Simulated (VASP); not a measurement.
# ZrN (Fm-3m) in VASP: a series of runs

Runs on ZrN. Level: r2SCAN. Tasks: single point.

Program: VASP 6.6.1. These are calculated values, not measurements. Logs are shortened: lines on timing, memory, paths and dates and some standing lists are left out, and cuts for length are marked.

## 1. The cell of the first run

It takes space group Fm-3m (No. 225, cubic). Conventional cell: a = 4.600 Å, b = 4.600 Å, c = 4.600 Å, α = 90.00°, β = 90.00°, γ = 90.00°. Within 3.0 Å of Zr (site symmetry m-3m) lie 6 N at 2.30 Å. Within 3.0 Å of N (site symmetry m-3m) lie 6 Zr at 2.30 Å.

## 2. Single point, r2SCAN

POSCAR

```
ZrN
1.0
    0.0000000000      2.3000000000      2.3000000000
    2.3000000000      0.0000000000      2.3000000000
    2.3000000000      2.3000000000      0.0000000000
Zr N
1 1
Direct
    0.5000000000      0.5000000000      0.5000000000
    0.0000000000      0.0000000000      0.0000000000
```

INCAR.step1

```
SYSTEM = ZrN
ALGO = Normal
EDIFF = 1E-5
ENCUT = 660
GGA = PE
GGA_COMPAT = .FALSE.
ISMEAR = 1
LASPH = .TRUE.
LCHARG = .FALSE.
LREAL = .FALSE.
LWAVE = .TRUE.
NBANDS = 16
NELM = 120
PREC = Accurate
SIGMA = 0.15
```

INCAR.step2

```
SYSTEM = ZrN
ALGO = Normal
EDIFF = 1E-6
ENCUT = 660
GGA_COMPAT = .FALSE.
ISIF = 2
ISMEAR = 1
ISTART = 1
LASPH = .TRUE.
LCHARG = .FALSE.
LMIXTAU = .TRUE.
LREAL = .FALSE.
LWAVE = .FALSE.
METAGGA = R2SCAN
NBANDS = 16
NELM = 120
PREC = Accurate
SIGMA = 0.15
```

KPOINTS

```
k-points
0
G
  9 9 9
  0 0 0
```

Potentials or basis: VASP PAW PBE potentials, release 64 (Zr_sv, N).

Run with:

```console
$ cat potpaw_PBE.64/Zr_sv/POTCAR potpaw_PBE.64/N/POTCAR > POTCAR
$ cp INCAR.step1 INCAR
$ mpirun -np 1 vasp_std > vasp.out
$ cp INCAR.step2 INCAR
$ mpirun -np 1 vasp_std > vasp.out
```

OUTCAR:

```text
SYSTEM = ZrN
   EDIFF = 1E-6
   ENCUT = 660
   ISIF = 2
   ISMEAR = 1
   ISTART = 1
   LASPH = .TRUE.
   LREAL = .FALSE.
   METAGGA = R2SCAN
   NELM = 120
   PREC = Accurate

 ion  position               nearest neighbor table
   1  0.500  0.500  0.500-   2 2.30   2 2.30   2 2.30   2 2.30   2 2.30   2 2.30
   2  0.000  0.000  0.000-   1 2.30   1 2.30   1 2.30   1 2.30   1 2.30   1 2.30

  LATTYP: Found a face centered cubic cell.
 ALAT       =     4.6000000000

  Lattice vectors:

 A1 = (   0.0000000000,   2.3000000000,   2.3000000000)
 A2 = (   2.3000000000,   0.0000000000,   2.3000000000)
 A3 = (   2.3000000000,   2.3000000000,   0.0000000000)

Analysis of symmetry for initial positions (statically):
=====================================================================
 Subroutine PRICEL returns:
 Original cell was already a primitive cell.

 Routine SETGRP: Setting up the symmetry group for a
 face centered cubic supercell.

 Subroutine GETGRP returns: Found 48 space group operations
 (whereof 48 operations were pure point group operations)
 out of a pool of 48 trial point group operations.

The static configuration has the point symmetry O_h .

Analysis of symmetry for dynamics (positions and initial velocities):
=====================================================================
 Subroutine PRICEL returns:
 Original cell was already a primitive cell.

 Routine SETGRP: Setting up the symmetry group for a
 face centered cubic supercell.

 Subroutine GETGRP returns: Found 48 space group operations
 (whereof 48 operations were pure point group operations)
 out of a pool of 48 trial point group operations.

The dynamic configuration has the point symmetry O_h .

 Subroutine INISYM returns: Found 48 space group operations
 (whereof 48 operations are pure point group operations),
 and found     1 'primitive' translations

----------------------------------------------------------------------------------------

                                     Primitive cell

  volume of cell :      24.3340

  direct lattice vectors                    reciprocal lattice vectors
     0.000000000  2.300000000  2.300000000    -0.217391304  0.217391304  0.217391304
     2.300000000  0.000000000  2.300000000     0.217391304 -0.217391304  0.217391304
     2.300000000  2.300000000  0.000000000     0.217391304  0.217391304 -0.217391304

  length of vectors
     3.252691193  3.252691193  3.252691193     0.376532784  0.376532784  0.376532784

  position of ions in fractional coordinates (direct lattice)
     0.500000000  0.500000000  0.500000000
     0.000000000  0.000000000  0.000000000

  ion indices of the primitive-cell ions
   primitive index   ion index
                 1           1
                 2           2

----------------------------------------------------------------------------------------

 KPOINTS: k-points

Automatic generation of k-mesh.
 Grid dimensions read from file:
 generate k-points for:    9    9    9

 Generating k-lattice:

  Cartesian coordinates                     Fractional coordinates (reciprocal lattice)
    -0.024154589  0.024154589  0.024154589     0.111111111  0.000000000  0.000000000
     0.024154589 -0.024154589  0.024154589     0.000000000  0.111111111  0.000000000
     0.024154589  0.024154589 -0.024154589     0.000000000  0.000000000  0.111111111

  Length of vectors
     0.041836976  0.041836976  0.041836976

  Shift w.r.t. Gamma in fractional coordinates (k-lattice)
     0.000000000  0.000000000  0.000000000

 Subroutine IBZKPT returns following result:
 ===========================================

 Found     35 irreducible k-points:

 Following reciprocal coordinates:
            Coordinates               Weight
  0.000000  0.000000  0.000000      1.000000
  0.111111  0.000000  0.000000      8.000000
  0.222222  0.000000  0.000000      8.000000
  0.333333  0.000000  0.000000      8.000000
  0.444444  0.000000  0.000000      8.000000
  0.111111  0.111111  0.000000      6.000000
[... 16 lines left out ...]
 -0.333333  0.333333  0.000000     12.000000
  0.444444  0.444444  0.000000      6.000000
 [... further k-points ...]
   k-points           NKPTS =     35   k-points in BZ     NKDIM =     35   number of bands    NBANDS=     16
   number of dos      NEDOS =    301   number of ions     NIONS =      2
   total plane-waves  NPLWV =  21952
   dimension x,y,z NGX =    28 NGY =   28 NGZ =   28
   dimension x,y,z NGXF=    56 NGYF=   56 NGZF=   56
   ions per type =               1   1
   NGX,Y,Z   is equivalent  to a cutoff of  14.31, 14.31, 14.31 a.u.
   NGXF,Y,Z  is equivalent  to a cutoff of  28.62, 28.62, 28.62 a.u.
 SYSTEM =  ZrN
   PREC   = accura    normal or accurate (medium, high low for compatibility)
   ISTART =      1    job   : 0-new  1-cont  2-samecut
   ICHARG =      0    charge: 1-file 2-atom 10-const
   ISPIN  =      1    spin polarized calculation?
   LNONCOLLINEAR =      F non collinear calculations
   LSORBIT =      F    spin-orbit coupling
   LASPH  =      T    aspherical Exc in radial PAW
   ENCUT  =  660.0 eV  48.51 Ry    6.96 a.u.   6.81  6.81  6.81*2*pi/ulx,y,z
   NELM   =    120;   NELMIN=  2; NELMDL=  0     # of ELM steps
   EDIFF  = 0.1E-05   stopping-criterion for ELM
   LREAL  =      F    real-space projection
   EDIFFG = 0.1E-04   stopping-criterion for IOM
   NSW    =      0    number of steps for IOM
   IBRION =     -1    ionic relax: 0-MD 1-quasi-New 2-CG
   NFREE  =      0    steps in history (QN), initial steepest desc. (CG)
   ISIF   =      2    stress and relaxation
   ISYM   =      2    0-nonsym 1-usesym 2-fastsym
   POTIM  = 0.5000    time-step for ionic-motion
   TEBEG  =    0.0;   TEEND  =   0.0 temperature during run
   PSTRESS=    0.0 pullay stress
   NELECT =      17.0000    total number of electrons
   NUPDOWN=      -1.0000    fix difference up-down
   EMIN   =  10.00;   EMAX   =-10.00  energy-range for DOS
   EFERMI =   0.00;   METHOD = LEGACY
   ISMEAR =     1;   SIGMA  =   0.15  broadening in eV -4-tet -1-fermi 0-gaus
   EFERMI_NEDOS =   21; number of points for ismear=-14 and -15
   IALGO  =     38    algorithm
   IMIX   =      4    mixing-type and parameters
     AMIX     =   0.40;   BMIX     =  1.00
     AMIX_MAG =   1.60;   BMIX_MAG =  1.00
  volume/ion in A,a.u.               =      12.17        82.11
  Fermi-wavevector in a.u.,A,eV,Ry     =   1.452624  2.745062 28.709889  2.110117
  Thomas-Fermi vector in A             =   2.569985
   LORBIT       =      0    0 simple, 1 ext, 2 COOP (PROOUT), +10 PAW based schemes
   METAGGA = R2SCAN    functional components
   LHFCALC =     F    Hartree Fock is set to
   AEXX    =    0.0000 exact exchange contribution
   IVDW    =     0    specifies the selected vdW correction
   LEPSILON=     F    determine dielectric tensor
   LRPA    =     F    only Hartree local field effects (RPA)
 non-spin polarized calculation
 Methfessel and Paxton  Order N= 1 SIGMA  =   0.15
  energy-cutoff  :      660.00
  volume of cell :       24.33
 maximum number of plane-waves:       954
   NGX = 13   NGY = 13   NGZ = 13

 number of electron      17.0000000 magnetization

 Free energy of the ion-electron system (eV)
  ---------------------------------------------------
  ext. energy  EPLUGINS =         0.00000000
  ---------------------------------------------------
  free energy    TOTEN  =       -35.83951914 eV

  energy without entropy =      -35.83579166  energy(sigma->0) =      -35.83827665

 E-fermi :  12.0293     XC(G=0): -13.2473

 val. band max:       12.0199918184   @ k =   0.1111   0.0000   0.0000
 cond. band min:      12.0333521998   @ k =   0.4444   0.2222   0.1111
 fundamental gap:      0.0133603814
 Fermi energy:        12.0292910016

 k-point     1 :       0.0000    0.0000    0.0000
  band No.  band energies     occupation
      1     -39.4513      2.00000
      2     -16.3791      2.00000
      3     -16.3791      2.00000
      4     -16.3791      2.00000
      5      -5.3410      2.00000
      6       9.0406      2.00000
[... 8 lines left out ...]
     15      21.6942      0.00000
     16      34.9174      0.00000

 k-point     2 :       0.1111    0.0000    0.0000
  band No.  band energies     occupation
      1     -39.4351      2.00000
      2     -16.5292      2.00000
      3     -16.3895      2.00000
      4     -16.3895      2.00000
      5      -5.0972      2.00000
      6       8.1213      2.00000
[... 8 lines left out ...]
     15      22.5019      0.00000
     16      32.7700      0.00000

 k-point     3 :       0.2222    0.0000    0.0000
  band No.  band energies     occupation
      1     -39.3938      2.00000
      2     -16.8897      2.00000
      3     -16.4159      2.00000
      4     -16.4159      2.00000
      5      -4.4793      2.00000
      6       6.4786      2.00000
[... 8 lines left out ...]
     15      24.2028      0.00000
     16      30.4226      0.00000

 k-point     4 :       0.3333    0.0000    0.0000
  band No.  band energies     occupation
      1     -39.3464      2.00000
      2     -17.2708      2.00000
      3     -16.4456      2.00000
      4     -16.4456      2.00000
      5      -3.7547      2.00000
      6       5.0190      2.00000
[... 8 lines left out ...]
     15      24.9165      0.00000
     16      27.3514      0.00000
[... 324 lines left out ...]
 k-point    22 :      -0.4444    0.3333    0.0000
  band No.  band energies     occupation
      1     -39.2726      2.00000
      2     -17.1949      2.00000
      3     -16.9024      2.00000
      4     -16.6452      2.00000
      5      -4.3250      2.00000
      6       6.3187      2.00000
[... 8 lines left out ...]
     15      23.4981      0.00000
     16      26.2509      0.00000

 k-point    23 :      -0.3333    0.3333    0.0000
  band No.  band energies     occupation
      1     -39.2770      2.00000
      2     -17.1326      2.00000
      3     -17.0234      2.00000
      4     -16.5790      2.00000
      5      -3.9983      2.00000
      6       5.5425      2.00000
[... 8 lines left out ...]
     15      23.5772      0.00000
     16      24.1545      0.00000

 k-point    24 :       0.4444    0.4444    0.0000
  band No.  band energies     occupation
      1     -39.2720      2.00000
      2     -17.2619      2.00000
      3     -16.7171      2.00000
      4     -16.7171      2.00000
      5      -4.7844      2.00000
      6       6.8782      2.00000
[... 8 lines left out ...]
     15      23.0863      0.00000
     16      28.5442      0.00000

 [... further k-points ...]

------------------------ aborting loop because EDIFF is reached ----------------------------------------

  FORCE on cell =-STRESS in cart. coord.  units (eV):
  Direction    XX          YY          ZZ          XY          YZ          ZX
  --------------------------------------------------------------------------------------
  -------------------------------------------------------------------------------------
  Total       -0.3112425     -0.3112425     -0.3112425      0.0000000     -0.0000000      0.0000000
  in kB      -20.4925495    -20.4925495    -20.4925495      0.0000000     -0.0000000      0.0000000
  external PRESSURE =     -20.4925495 kB  Pullay stress =       0.0000000 kB

 VOLUME and BASIS-vectors are now :
 -----------------------------------------------------------------------------
  energy-cutoff  :      660.00
  volume of cell :       24.33
      direct lattice vectors                 reciprocal lattice vectors
     0.000000000  2.300000000  2.300000000    -0.217391304  0.217391304  0.217391304
     2.300000000  0.000000000  2.300000000     0.217391304 -0.217391304  0.217391304
     2.300000000  2.300000000  0.000000000     0.217391304  0.217391304 -0.217391304

 POSITION                                       TOTAL-FORCE (eV/Angst)
 -----------------------------------------------------------------------------------
      2.30000      2.30000      2.30000         0.000000     -0.000000      0.000000
      0.00000      0.00000      0.00000        -0.000000      0.000000     -0.000000
 -----------------------------------------------------------------------------------
    total drift:                                0.000000      0.000000      0.000000

  FREE ENERGIE OF THE ION-ELECTRON SYSTEM (eV)
  ---------------------------------------------------
  free  energy   TOTEN  =       -35.8395191375 eV

  energy  without entropy=      -35.8357916603  energy(sigma->0) =      -35.83827665
```

Run time: 63 s. Hardware: 1 thread of Intel Xeon Platinum 8488C (Sapphire Rapids), shared host; peak memory 0.17 GiB.

Results:

```
Free energy            : -35.8395 eV
Pressure               : -2.0 GPa
Band gap on the k mesh : zero (an odd number of electrons rules out a gap without spin polarisation)
```

Levels at points of the mesh, in eV from the Fermi level:
| k point | band 5 | band 6 | band 7 | band 8 | band 9 | band 10 | band 11 | band 12 | band 13 | band 14 |
| --- | --- | --- | --- | --- | --- | --- | --- | --- | --- | --- |
| (0.00, 0.00, 0.00) | -17.37 | -2.99 | -2.99 | -2.99 | -0.36 | -0.36 | -0.36 | 1.66 | 1.66 | 3.16 |

Caveat: the PAW data sets were made with another functional, which shifts forces and pressure a little.

## 3. Single point, r2SCAN

This run uses another cell than the first one, of 12.65 Å³/atom.

POSCAR

```
ZrN
1.0
    0.0000000000      2.3302666288      2.3302666288
    2.3302666288      0.0000000000      2.3302666288
    2.3302666288      2.3302666288      0.0000000000
Zr N
1 1
Direct
    0.5000000000      0.5000000000      0.5000000000
    0.0000000000      0.0000000000      0.0000000000
```

INCAR.step1

```
SYSTEM = ZrN
PREC     = Accurate       ! precision mode
ENCUT    = 660            ! plane-wave cutoff, eV
ISMEAR   = 1              ! smearing method
SIGMA    = 0.15           ! smearing width, eV
LREAL    = .False.        ! projectors in reciprocal space
LASPH    = .True.         ! aspherical terms in the spheres
NELM     = 120            ! most SCF steps
NBANDS   = 16             ! bands
GGA      = PE             ! functional
ALGO     = Normal         ! electronic algorithm
EDIFF    = 1E-5           ! SCF threshold, eV
LWAVE    = .True.         ! write WAVECAR
LCHARG   = .False.        ! write CHGCAR
GGA_COMPAT= .False.
```

INCAR.step2

```
SYSTEM = ZrN
PREC     = Accurate       ! precision mode
ENCUT    = 660            ! plane-wave cutoff, eV
EDIFF    = 1E-6           ! SCF threshold, eV
ISMEAR   = 1              ! smearing method
SIGMA    = 0.15           ! smearing width, eV
LREAL    = .False.        ! projectors in reciprocal space
LASPH    = .True.         ! aspherical terms in the spheres
NELM     = 120            ! most SCF steps
ALGO     = Normal         ! electronic algorithm
ISIF     = 2              ! what is computed and relaxed
LWAVE    = .False.        ! write WAVECAR
LCHARG   = .False.        ! write CHGCAR
METAGGA  = R2SCAN         ! meta-GGA
LMIXTAU  = .True.       
NBANDS   = 16             ! bands
ISTART   = 1            
GGA_COMPAT= .False.
```

KPOINTS

```
regular mesh
0
Gamma
  9 9 9
  0 0 0
```

Potentials or basis: VASP PAW PBE potentials, release 64 (Zr_sv, N).

Run with:

```console
$ cat potpaw_PBE.64/Zr_sv/POTCAR potpaw_PBE.64/N/POTCAR > POTCAR
$ cp INCAR.step1 INCAR
$ mpirun -np 1 vasp_std > vasp.out
$ cp INCAR.step2 INCAR
$ mpirun -np 1 vasp_std > vasp.out
```

Wall time 66 s (1 thread of Intel Xeon Platinum 8488C (Sapphire Rapids), shared host); peak memory 0.17 GiB.

The run converged. Its results:

| Property | Result |
| --- | --- |
| Free energy | -35.7989 eV |
| Pressure | -11.2 GPa |
| Band gap on the k mesh | zero (an odd number of electrons rules out a gap without spin polarisation) |

Levels at points of the mesh, in eV from the Fermi level:
```
           k point  band 5  band 6  band 7  band 8  band 9  band 10  band 11  band 12  band 13  band 14
(0.00, 0.00, 0.00)  -17.19   -2.93   -2.93   -2.93   -0.35    -0.35    -0.35     1.57     1.57     2.79
```

Caveat: the cell stands under tension; the PAW data sets were made with another functional, which shifts forces and pressure a little.
